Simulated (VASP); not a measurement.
Here is a VASP 6.6.1 calculation.

The input INCAR:

```
  PREC = Accurate
  ENCUT = 520
  EDIFF = 1E-7
  ISMEAR = 0
  SIGMA = 0.02
  LREAL = False
  LASPH = True
  NELM = 60
  ALGO = Normal
  ISIF = 2
  LWAVE = False
  LCHARG = False
  GGA = PE
  NBANDS = 25
```

KPOINTS

```
Automatic mesh
0
Gamma
  6 6 6
```

The input POSCAR:

```
SiO2
1.0
   -2.3708332382      2.3708332382      3.6499457947
    2.3708332382     -2.3708332382      3.6499457947
    2.3708332382      2.3708332382     -3.6499457947
Si O
2 4
Direct
    0.0000000000      0.0000000000      0.0000000000
    0.7500000000      0.2500000000      0.5000000000
    1.0086018248      0.6250000000      0.8836018248
    0.3750000000      0.2586018248      0.3836018248
    0.7413981752      0.1250000000      0.1163981752
    0.8750000000     -0.0086018248      0.6163981752
```

Potentials or basis: VASP PAW PBE potentials, release 64 (Si, O).

Launch:

```sh
$ cat potpaw_PBE.64/Si/POTCAR potpaw_PBE.64/O/POTCAR > POTCAR
$ mpirun -np 1 vasp_std > vasp.out
```

Task: Estimate the band gap on the k mesh.

Result: 6.16 eV, direct.

Task: Estimate the pressure.

Result: 3.8 GPa.

Task: Estimate the largest force.

Result: 0.005 eV/Å.

Stress tensor (GPa, compression positive):
```
3.72 0.00 0.00
0.00 3.72 0.00
0.00 0.00 3.90
```

 A k mesh can miss the band edges.
